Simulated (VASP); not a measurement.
# EuS (Fm-3m) in VASP: a series of runs, part 2 of 2

VASP 6.6.1. The steps go on from the part before.

**4. Single point, PBE+U, collinear spin, ferromagnetic start (27.35 Å³/atom)**

This run uses another cell than the first one, of 27.35 Å³/atom.

INCAR

```
ALGO = Normal
EDIFF = 1E-6
ENCUT = 600
GGA = PE
GGA_COMPAT = F
ISIF = 2
ISMEAR = 0
ISPIN = 2
LASPH = T
LCHARG = F
LDAU = T
LDAUJ = 0 0
LDAUL = 3 -1
LDAUPRINT = 1
LDAUTYPE = 2
LDAUU = 6 0
LMAXMIX = 6
LORBIT = 11
LREAL = F
LWAVE = F
MAGMOM = 7.56 -0.07
NBANDS = 22
NELM = 200
PREC = Accurate
SIGMA = 0.05
```

KPOINTS

```
k-points
0
Gamma
  8 8 8
```

POSCAR

```
EuS
1.0
    0.0000000000      3.0129455436      3.0129455436
    3.0129455436      0.0000000000      3.0129455436
    3.0129455436      3.0129455436      0.0000000000
Eu S
1 1
Direct
    0.0000000000      0.0000000000      0.0000000000
    0.5000000000      0.5000000000      0.5000000000
```

Potentials or basis: VASP PAW PBE potentials, release 64 (Eu, S).

Launch:

```sh
$ cat potpaw_PBE.64/Eu/POTCAR potpaw_PBE.64/S/POTCAR > POTCAR
$ mpirun -np 1 vasp_std > vasp.out
```

OUTCAR:

```text
EDIFF = 1E-6
   ENCUT = 600
   GGA = PE
   ISIF = 2
   ISMEAR = 0
   ISPIN = 2
   LASPH = T
   LORBIT = 11
   LREAL = F
   NELM = 200
   PREC = Accurate

 ion  position               nearest neighbor table
   1  0.000  0.000  0.000-   2 3.01   2 3.01   2 3.01   2 3.01   2 3.01   2 3.01
   2  0.500  0.500  0.500-   1 3.01   1 3.01   1 3.01   1 3.01   1 3.01   1 3.01

  LATTYP: Found a face centered cubic cell.
 ALAT       =     6.0258910872

  Lattice vectors:

 A1 = (   0.0000000000,   3.0129455436,   3.0129455436)
 A2 = (   3.0129455436,   0.0000000000,   3.0129455436)
 A3 = (   3.0129455436,   3.0129455436,   0.0000000000)

Analysis of symmetry for initial positions (statically):
=====================================================================
 Subroutine PRICEL returns:
 Original cell was already a primitive cell.

 Routine SETGRP: Setting up the symmetry group for a
 face centered cubic supercell.

 Subroutine GETGRP returns: Found 48 space group operations
 (whereof 48 operations were pure point group operations)
 out of a pool of 48 trial point group operations.

The static configuration has the point symmetry O_h .

Analysis of symmetry for dynamics (positions and initial velocities):
=====================================================================
 Subroutine PRICEL returns:
 Original cell was already a primitive cell.

 Routine SETGRP: Setting up the symmetry group for a
 face centered cubic supercell.

 Subroutine GETGRP returns: Found 48 space group operations
 (whereof 48 operations were pure point group operations)
 out of a pool of 48 trial point group operations.
[... 195 lines left out ...]
  o =  0.9769  v =  0.0000  0.0000 -0.0000 -0.0000 -0.1112 -0.9901 -0.0862  0.0000  0.0000  0.0000  0.0000  0.0000  0.0000  0.0000      0.0000  0.0000  0.0000  0.0000  0.0000  0.0000  0.0000  0.0000  0.0000  0.0000  0.0000  0.0000  0.0000  0.0000
  o =  0.9769  v =  0.0000 -0.0000  0.0000  0.0000  0.7827 -0.1407  0.6063  0.0000  0.0000  0.0000  0.0000  0.0000  0.0000  0.0000      0.0000  0.0000  0.0000  0.0000  0.0000  0.0000  0.0000  0.0000  0.0000  0.0000  0.0000  0.0000  0.0000  0.0000
  o =  0.9769  v =  0.6124 -0.0000 -0.7906  0.0000  0.0000  0.0000  0.0000  0.0000  0.0000  0.0000  0.0000  0.0000  0.0000  0.0000      0.0000  0.0000  0.0000  0.0000  0.0000  0.0000  0.0000  0.0000  0.0000  0.0000  0.0000  0.0000  0.0000  0.0000

 number of electron      22.9999999 magnetization       7.0000099

 Free energy of the ion-electron system (eV)
  ---------------------------------------------------
  ext. energy  EPLUGINS =         0.00000000
  ---------------------------------------------------
  free energy    TOTEN  =       -19.14434877 eV

  energy without entropy =      -19.14434877  energy(sigma->0) =      -19.14434877

 E-fermi :   3.2735     XC(G=0):  -9.3922

 val. band max:        2.9407143240   @ k =   0.0000   0.0000   0.0000
 cond. band min:       3.5437089734   @ k =   0.5000   0.5000   0.0000
 fundamental gap:      0.6029946494
 Fermi energy:         3.2734882263

 spin component 1

 k-point     1 :       0.0000    0.0000    0.0000
  band No.  band energies     occupation
      1     -36.6704      1.00000
      2     -15.5557      1.00000
      3     -15.5557      1.00000
      4     -15.5557      1.00000
      5      -9.2667      1.00000
      6       1.0829      1.00000
[... 1193 lines left out ...]
     21      13.0332      0.00000
     22      13.1744      0.00000

 [... further k-points ...]
[... 5 lines left out ...]
  --------------------------------------------------------------------------------------
  -------------------------------------------------------------------------------------
  Total       -0.2167787     -0.2167787     -0.2167787      0.0000000     -0.0000000     -0.0000000
  in kB       -6.3492632     -6.3492632     -6.3492632      0.0000000     -0.0000000     -0.0000000
  external PRESSURE =      -6.3492632 kB  Pullay stress =       0.0000000 kB

 VOLUME and BASIS-vectors are now :
 -----------------------------------------------------------------------------
  energy-cutoff  :      600.00
  volume of cell :       54.70
      direct lattice vectors                 reciprocal lattice vectors
     0.000000000  3.012945544  3.012945544    -0.165950560  0.165950560  0.165950560
     3.012945544  0.000000000  3.012945544     0.165950560 -0.165950560  0.165950560
     3.012945544  3.012945544  0.000000000     0.165950560  0.165950560 -0.165950560

 POSITION                                       TOTAL-FORCE (eV/Angst)
 -----------------------------------------------------------------------------------
      0.00000      0.00000      0.00000         0.000000      0.000000      0.000000
      3.01295      3.01295      3.01295        -0.000000     -0.000000     -0.000000
 -----------------------------------------------------------------------------------
    total drift:                                0.000000      0.000000      0.000000

  FREE ENERGIE OF THE ION-ELECTRON SYSTEM (eV)
  ---------------------------------------------------
  free  energy   TOTEN  =       -19.1443487653 eV

  energy  without entropy=      -19.1443487653  energy(sigma->0) =      -19.14434877

 total charge

# of ion       s       p       d       f       tot
--------------------------------------------------
    1        2.028   5.787   0.228   6.834  14.876
    2        1.316   2.440   0.000   0.000   3.756
--------------------------------------------------
tot          3.344   8.227   0.228   6.834  18.632

 magnetization (x)

# of ion       s       p       d       f       tot
--------------------------------------------------
    1       -0.016  -0.118   0.042   6.817   6.725
    2       -0.006  -0.054   0.000   0.000  -0.060
--------------------------------------------------
tot         -0.021  -0.172   0.042   6.817   6.665
```

OSZICAR:

```text
N       E                     dE             d eps       ncg     rms          rms(c)
DAV:   1     0.164597797600E+03    0.16460E+03   -0.93436E+03  3552   0.479E+03
DAV:   2     0.135020772740E+02   -0.15110E+03   -0.13134E+03  3498   0.430E+02
DAV:   3    -0.108928858569E+02   -0.24395E+02   -0.23867E+02  3792   0.122E+02
DAV:   4    -0.134349081751E+02   -0.25420E+01   -0.25302E+01  4802   0.276E+01
DAV:   5    -0.135692087003E+02   -0.13430E+00   -0.13414E+00  4378   0.795E+00    0.290E+01
DAV:   6    -0.187704230746E+02   -0.52012E+01   -0.32597E+00  4016   0.351E+01    0.186E+01
DAV:   7    -0.190700813907E+02   -0.29966E+00   -0.29035E+00  3904   0.763E+01    0.115E+01
DAV:   8    -0.191185511171E+02   -0.48470E-01   -0.33094E-01  4678   0.514E+00    0.100E+01
DAV:   9    -0.191301946763E+02   -0.11644E-01   -0.21990E-02  4650   0.111E+00    0.710E+00
DAV:  10    -0.191398605243E+02   -0.96658E-02   -0.25594E-02  3828   0.369E+00    0.219E+00
DAV:  11    -0.191431956549E+02   -0.33351E-02   -0.49494E-03  4636   0.124E+00    0.825E-01
DAV:  12    -0.191440431627E+02   -0.84751E-03   -0.13087E-03  4224   0.611E-01    0.112E+00
DAV:  13    -0.191442622926E+02   -0.21913E-03   -0.32173E-04  4128   0.258E-01    0.166E-01
DAV:  14    -0.191443326607E+02   -0.70368E-04   -0.66404E-05  4092   0.601E-02    0.619E-02
DAV:  15    -0.191443444262E+02   -0.11766E-04   -0.12192E-05  4124   0.300E-02    0.578E-02
DAV:  16    -0.191443474019E+02   -0.29757E-05   -0.24466E-06  3654   0.145E-02    0.172E-02
DAV:  17    -0.191443485632E+02   -0.11613E-05   -0.13696E-06  3264   0.831E-03    0.188E-02
DAV:  18    -0.191443487653E+02   -0.20215E-06   -0.16300E-07  2062   0.903E-03
   1 F= -.19144349E+02 E0= -.19144349E+02  d E =-.170794E-16  mag=     7.0000
```

stdout:

```text
POSCAR found type information on POSCAR EuS
 POSCAR found :  2 types and       2 ions
 scaLAPACK will be used
 LDA part: xc-table for (Slater+PW92), standard interpolation
 POSCAR, INCAR and KPOINTS ok, starting setup
 FFT: planning ... GRIDC
 FFT: planning ... GRID_SOFT
 FFT: planning ... GRID
 WAVECAR not read
 entering main loop
```

It took 51 s on 1 thread of Intel Xeon 6975P-C (Granite Rapids), shared host; peak memory 0.29 GiB.

What came out:

| Property | Result |
| --- | --- |
| Free energy | -19.1443 eV |
| Pressure | -0.6 GPa |
| Band gap on the k mesh | 0.60 eV (least direct gap 0.87 eV) |
| Net moment | 7.00 μB per cell |
| Site moments | Eu +6.72; S -0.06 μB |
| Valence electrons inside the program's atomic spheres | Eu 14.88; S 3.76 |

Levels at points of the mesh, in eV from the valence-band top:
Spin up:
```tsv
k point	band 11	band 12	band 13	band 14	band 15	band 16	band 17	band 18	band 19	band 20
(0.00, 0.00, 0.00)	-0.54	-0.54	0.00	0.00	0.00	1.96	2.47	2.47	2.47	3.32
(0.50, 0.00, 0.00)	-0.64	-0.57	-0.57	-0.55	-0.54	4.10	4.51	5.00	5.00	7.74
(0.50, 0.50, 0.00)	-0.59	-0.59	-0.57	-0.26	-0.26	0.60	4.37	4.44	5.76	6.03
```
Spin down:
```csv
k point,band 5,band 6,band 7,band 8,band 9,band 10,band 11,band 12
"(0.00, 0.00, 0.00)",-12.22,-1.40,-1.40,-1.40,2.39,3.11,3.11,3.11
"(0.50, 0.00, 0.00)",-11.30,-3.89,-2.51,-2.51,4.26,5.19,5.96,5.96
"(0.50, 0.50, 0.00)",-11.90,-2.56,-1.77,-1.77,1.11,4.96,5.28,6.68
```

Eigenvalues of the final occupation matrices:
| site | spin | trace | eigenvalues |
| --- | --- | --- | --- |
| site 1 f | 1 | 6.83 | 0.98 0.98 0.98 0.98 0.98 0.98 0.98 |
| site 1 f | 2 | 0.01 | 0.00 0.00 0.00 0.00 0.00 0.00 0.00 |

Caveat: spin-orbit coupling is left out, which moves the levels of the heavy elements; a cell with one magnetic atom can't hold antiferromagnetic order, which such compounds often take. A k mesh can miss the band edges.

**5. Single point, PBE+U, collinear spin, ferromagnetic start (27.89 Å³/atom)**

This run uses another cell than the first one, of 27.89 Å³/atom.

INCAR

```
SYSTEM = EuS
ALGO = Normal ; EDIFF = 1E-6
ENCUT = 600 ; GGA = PE
GGA_COMPAT = .FALSE. ; ISIF = 2
ISMEAR = 0 ; ISPIN = 2
LASPH = .TRUE. ; LCHARG = .FALSE.
LDAU = .TRUE. ; LDAUJ = 0 0
LDAUL = 3 -1 ; LDAUPRINT = 1
LDAUTYPE = 2 ; LDAUU = 6 0
LMAXMIX = 6 ; LORBIT = 11
LREAL = .FALSE. ; LWAVE = .FALSE.
MAGMOM = 7.57 -0.07 ; NBANDS = 22
NELM = 200 ; PREC = Accurate
SIGMA = 0.05
```

KPOINTS

```
k-points
0
G
  8 8 8
  0 0 0
```

POSCAR

```
EuS
1.0
    0.0000000000      3.0325106733      3.0325106733
    3.0325106733      0.0000000000      3.0325106733
    3.0325106733      3.0325106733      0.0000000000
Eu S
1 1
Direct
    0.0000000000      0.0000000000      0.0000000000
    0.5000000000      0.5000000000      0.5000000000
```

Launch:

```sh
$ cat potpaw_PBE.64/Eu/POTCAR potpaw_PBE.64/S/POTCAR > POTCAR
$ mpirun -np 1 vasp_std > vasp.out
```

It took 52 s on 1 thread of Intel Xeon 6975P-C (Granite Rapids), shared host; peak memory 0.29 GiB.

It converged, with:

- Free energy: -19.1373 eV
- Pressure: -1.5 GPa
- Band gap on the k mesh: 0.70 eV (least direct gap 0.96 eV)
- Net moment: 7.00 μB per cell
- Site moments: Eu +6.73; S -0.06 μB
- Valence electrons inside the program's atomic spheres: Eu 14.87; S 3.75

Levels at points of the mesh, in eV from the valence-band top:
Spin up:
```tsv
k point	band 11	band 12	band 13	band 14	band 15	band 16	band 17	band 18	band 19	band 20
(0.00, 0.00, 0.00)	-0.53	-0.53	0.00	0.00	0.00	1.92	2.53	2.53	2.53	3.36
(0.50, 0.00, 0.00)	-0.63	-0.56	-0.56	-0.54	-0.53	4.10	4.50	4.99	4.99	7.65
(0.50, 0.50, 0.00)	-0.57	-0.57	-0.55	-0.26	-0.26	0.70	4.32	4.45	5.71	6.00
```
Spin down:
```csv
k point,band 5,band 6,band 7,band 8,band 9,band 10,band 11,band 12
"(0.00, 0.00, 0.00)",-12.12,-1.35,-1.35,-1.35,2.33,3.17,3.17,3.17
"(0.50, 0.00, 0.00)",-11.25,-3.78,-2.41,-2.41,4.27,5.17,5.95,5.95
"(0.50, 0.50, 0.00)",-11.81,-2.50,-1.71,-1.71,1.20,4.90,5.30,6.63
```

Eigenvalues of the final occupation matrices:
| site | spin | trace | eigenvalues |
| --- | --- | --- | --- |
| site 1 f | 1 | 6.84 | 0.98 0.98 0.98 0.98 0.98 0.98 0.98 |
| site 1 f | 2 | 0.01 | 0.00 0.00 0.00 0.00 0.00 0.00 0.00 |

Caveat: spin-orbit coupling is left out, which moves the levels of the heavy elements; a cell with one magnetic atom can't hold antiferromagnetic order, which such compounds often take. The state reached can hang on the start; a lower one may exist.

**6. The runs side by side**

| cell | gap on the mesh (eV) | pressure (GPa) | moment (μB) |
| --- | --- | --- | --- |
| a = 4.176 Å, angles 60.0°, 2 atoms | 0.28 | 2.5 | 7.00 |
| a = 4.205 Å, angles 60.0°, 2 atoms | 0.39 | 1.3 | 7.00 |
| a = 4.261 Å, angles 60.0°, 2 atoms | 0.60 | -0.6 | 7.00 |
| a = 4.289 Å, angles 60.0°, 2 atoms | 0.70 | -1.5 | 7.00 |

Alike in all rows: task single point; level PBE+U; potentials or basis VASP PAW PBE potentials, release 64 (Eu, S); spin collinear, ferromagnetic start; Eu f U = 6.0 eV; k mesh 8 × 8 × 8; cutoff (eV) 600; smearing gaussian 0.05 eV.

Caveats: spin-orbit coupling is left out, which moves the levels of the heavy elements; a cell with one magnetic atom can't hold antiferromagnetic order, which such compounds often take.

Absolute energies hang on the potentials; compare differences alone.
